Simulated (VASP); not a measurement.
## MgH2: relaxation of cell and atoms with PBE

The system is MgH2.

```
Mg H
1.0
     3.30475    0.00000    0.00000
     0.00000    3.30475    0.00000
     0.00000    0.00000    2.65517
Mg H
1 2
Direct
  0.00000 0.00000 0.00000
  0.50000 0.00000 0.50000
  0.00000 0.50000 0.50000
```

This cell differs from its parent crystal: atoms taken out.

```yaml
Program: VASP 6.6.1
Task: relaxation of cell and atoms
Functional: PBE
Potentials_or_basis: VASP PAW PBE potentials, release 64 (Mg, H)
Cutoff: 600 eV
k_mesh: 6 × 6 × 6
Occupations: gaussian, width 0.1 eV
Spin: no spin polarisation
Dipole_correction: no
Further_INCAR_settings: ALGO = Normal; EDIFF = 1e-06; IBRION = 2; EDIFFG = -0.04; NSW = 90; ISIF = 3
```

```json
{
 "Relaxed volume": "9.60 Å³/atom",
 "Relaxed cell": "a = 3.276 Å, b = 3.276 Å, c = 2.684 Å, α = 90.00°, β = 90.00°, γ = 90.00°",
 "Space group after relaxing (to 0.1 Å)": "P4/mmm (No. 123)",
 "Energy gained by relaxing": "1.9 meV/atom",
 "Ionic steps": "3",
 "Pressure after relaxing": "-0.5 GPa",
 "Band gap on the k mesh": "zero (bands 2 and 3 overlap by 1.15 eV)"
}
```

The path:
```csv
step,energy change (eV),largest force (eV/Å),pressure (GPa),volume (Å³)
1,0.0000,0.0000,-0.46,29.00
2,-0.0048,0.0000,-0.49,28.88
3,-0.0058,0.0000,-0.47,28.80
```

Final structure:
```
CELL_PARAMETERS angstrom
3.27583 0.00000 0.00000
0.00000 3.27583 0.00000
0.00000 0.00000 2.68415
ATOMIC_POSITIONS crystal
Mg 0.00000 0.00000 0.00000
H 0.50000 0.00000 0.50000
H 0.00000 0.50000 0.50000
```

Levels at points of the mesh, in eV from the Fermi level:
| k point | band 1 | band 2 | band 3 | band 4 | band 5 | band 6 |
| --- | --- | --- | --- | --- | --- | --- |
| (0.00, 0.00, 0.00) | -9.15 | -0.83 | 6.16 | 6.16 | 8.06 | 11.36 |
| (0.50, 0.00, 0.00) | -6.38 | -5.67 | 6.59 | 8.34 | 8.59 | 10.10 |
| (0.50, 0.50, 0.00) | -4.51 | -4.51 | -0.50 | 1.93 | 14.63 | 14.63 |
| (0.00, 0.00, 0.50) | -6.06 | -1.05 | 1.39 | 9.33 | 9.56 | 9.56 |
| (0.50, 0.00, 0.50) | -3.55 | -2.97 | 2.26 | 2.32 | 8.91 | 11.38 |
| (0.50, 0.50, 0.50) | -2.19 | -2.19 | 2.52 | 4.36 | 4.36 | 7.08 |

Run time: 9.2 s on 1 thread of Intel(R) Xeon(R) Platinum 8488C (Sapphire Rapids), with other jobs on the host, peak memory 0.16 GiB.

Caveat: the k points lie up to 0.39 Å⁻¹ apart in the final cell, too coarse for converged energies and pressures of a metal; the cell differs from its parent crystal (atoms taken out).
